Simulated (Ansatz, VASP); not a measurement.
C: VASP beside Ansatz

```xyz
2
Lattice="0.0000 1.6942 1.7834 1.6942 0.0000 1.7834 1.6942 1.6942 0.0000" Properties=species:S:1:pos:R:3 pbc="T T T"
C     1.6942    1.6942    1.7834
C     2.5413    2.5413    2.6751
```

Alike in both runs: task single point; functional LDA; k mesh 12 × 12 × 12; occupations gaussian, width 0.05 eV; no spin polarisation.

```csv
,VASP,Ansatz
version,VASP 6.6.1,Ansatz 0.2.0
potentials or method,"VASP PAW LDA potentials, release 64 (C), cutoff 600 eV","scalar-relativistic, plane waves, PAW"
valence electrons in the cell,8,8
```

Ansatz gave:

| Quantity | Value |
| --- | --- |
| gap on the k mesh at the Fermi level (eV) | 3.71 |

Q: What did VASP give for the same quantities?

A: gap on the k mesh at the Fermi level (eV): 3.70.

LDA's correlation is that of Perdew and Zunger in VASP and of Perdew and Wang (1992) in Ansatz.
